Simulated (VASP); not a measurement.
Input of a VASP 6.6.1 run:

File INCAR:

```
SYSTEM = BP
ALGO = Normal ; EDIFF = 1E-6
ENCUT = 520 ; GGA = PE
ISIF = 2 ; ISMEAR = 0
LASPH = .True. ; LCHARG = .True.
LELF = .True. ; LREAL = .False.
LVHAR = .True. ; LWAVE = .False.
NBANDS = 11 ; NELM = 80
PREC = Accurate ; SIGMA = 0.02
```

Contents of KPOINTS:

```
k-points
0
Gamma
  10 10 10
  0 0 0
```

POSCAR

```
BP
1.0
    0.0000000000      2.2690000000      2.2690000000
    2.2690000000      0.0000000000      2.2690000000
    2.2690000000      2.2690000000      0.0000000000
B P
1 1
Direct
    0.0000000000      0.0000000000      0.0000000000
    0.2500000000      0.2500000000      0.2500000000
```

Potentials or basis: VASP PAW PBE potentials, release 64 (B, P).

The run is started by

```console
$ cat potpaw_PBE.64/B/POTCAR potpaw_PBE.64/P/POTCAR > POTCAR
$ mpirun -np 1 vasp_std > vasp.out
```

Question: Predict the pressure.

Answer: 0.9 GPa.

Question: Estimate the band gap on the k mesh.

Answer: 1.24 eV, indirect (least direct gap 3.40 eV).

A k mesh can miss the band edges.
